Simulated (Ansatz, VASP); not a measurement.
**One calculation of PtSe2, two programs**

File INCAR:

```
ALGO = Normal
EDIFF = 1E-6
ENCUT = 520
GGA = PE
ISIF = 2
ISMEAR = 0
LASPH = T
LCHARG = F
LREAL = F
LWAVE = F
NBANDS = 18
NELM = 100
PREC = Accurate
SIGMA = 0.15
```

The input KPOINTS:

```
k-points
0
Gamma
  12 12 10
```

File POSCAR:

```
PtSe2
1.0
    3.5750405804      0.0000000000      0.0000000000
   -1.7875202902      3.0960759622      0.0000000000
    0.0000000000      0.0000000000      4.6570400000
Pt Se
1 2
Direct
    0.0000000000      0.0000000000      0.0000000000
    0.3333333333      0.6666666667      0.2500000000
    0.6666666667      0.3333333333      0.7500000000
```

Input for Ansatz:

```yaml
crystal:
  lattice:
    - [3.5750405804, 0.0, 0.0]
    - [-1.7875202902, 3.0960759622, 0.0]
    - [0.0, 0.0, 4.65704]
  atoms:
    - { symbol: Pt, position: [0.0, 0.0, 0.0] }
    - { symbol: Se, position: [0.3333333333, 0.6666666667, 0.25] }
    - { symbol: Se, position: [0.6666666667, 0.3333333333, 0.75] }
basis:
  ecutwfc: 420
kpoints:
  mp_grid: { grid: [12, 12, 10] }
hamiltonian:
  xc: pbe
scf:
  occupations: { method: gaussian, width: 0.15 }
output:
  forces: true
  stress: true
  eigenvalues: true
```

Change from the starting cell: strain -0.040 along x and y, -0.080 along z, atoms carried along.

Alike in both runs: task single point; functional PBE; k mesh 12 × 12 × 10; occupations gaussian, width 0.15 eV; no spin polarisation.

```csv
,VASP,Ansatz
version,VASP 6.6.1,Ansatz 0.2.0
potentials or method,"VASP PAW PBE potentials, release 64 (Pt, Se), cutoff 520 eV","scalar-relativistic, plane waves, PAW"
valence electrons in the cell,22,50
```

|  | VASP | Ansatz | Ansatz less VASP |
| --- | --- | --- | --- |
| gap on the k mesh at the Fermi level (eV) | none | none | - |
| pressure (GPa) | 39.9 | 39.7 | -0.21 |
| traceless stress, the component that is largest in VASP (GPa) | -8.27 | -8.20 | +0.072 |
| rms of the force components (eV/Å) | 1.542 | 1.530 | -0.0120 |

Atom by atom the forces differ by 0.012 eV/Å (rms over components). A gap of «none» marks a metal or a gap that the smearing closes. Both programs put the cell under a high pressure, so it lies far from rest at this level. The functional is the same, so the differences come from potentials, cutoffs and numerics. VASP's potentials hold 22 valence electrons a cell and Ansatz's 50, so a difference there can come from the potentials and not from the codes.

Neither program's run includes spin-orbit coupling.
